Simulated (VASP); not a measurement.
Input of a VASP 6.6.1 run:

INCAR

```
  ALGO = Normal
  EDIFF = 1E-6
  ENCUT = 600
  GGA = PE
  GGA_COMPAT = F
  ISIF = 2
  ISMEAR = 0
  LASPH = T
  LCHARG = F
  LMAXMIX = 6
  LREAL = F
  LWAVE = F
  NBANDS = 21
  NELM = 200
  PREC = Accurate
  SIGMA = 0.1
```

Contents of KPOINTS:

```
k-points
0
Gamma
  12 12 12
```

POSCAR

```
LaYO
1.0
    3.7332344357      0.0000000025      0.0000000000
   -1.8666172200      3.2330758583      0.0000000000
    0.0000000000      0.0000000000      7.0909859952
La Y O
1 1 1
Direct
    0.6666666667      0.3333333333      0.0000000000
    0.0000000000      0.0000000000      0.5000000000
    0.3333333333      0.6666666667      0.5000000000
```

Potentials or basis: VASP PAW PBE potentials, release 64 (La, Y_sv, O).

Launch:

```sh
$ cat potpaw_PBE.64/La/POTCAR potpaw_PBE.64/Y_sv/POTCAR potpaw_PBE.64/O/POTCAR > POTCAR
$ mpirun -np 1 vasp_std > vasp.out
```

Task: Estimate the pressure.

Result: -0.1 GPa.

Task: Estimate the band gap on the k mesh.

Result: Zero (bands 14 and 15 overlap by 0.22 eV).

Caveat: spin-orbit coupling is left out, which moves the levels of the heavy elements.
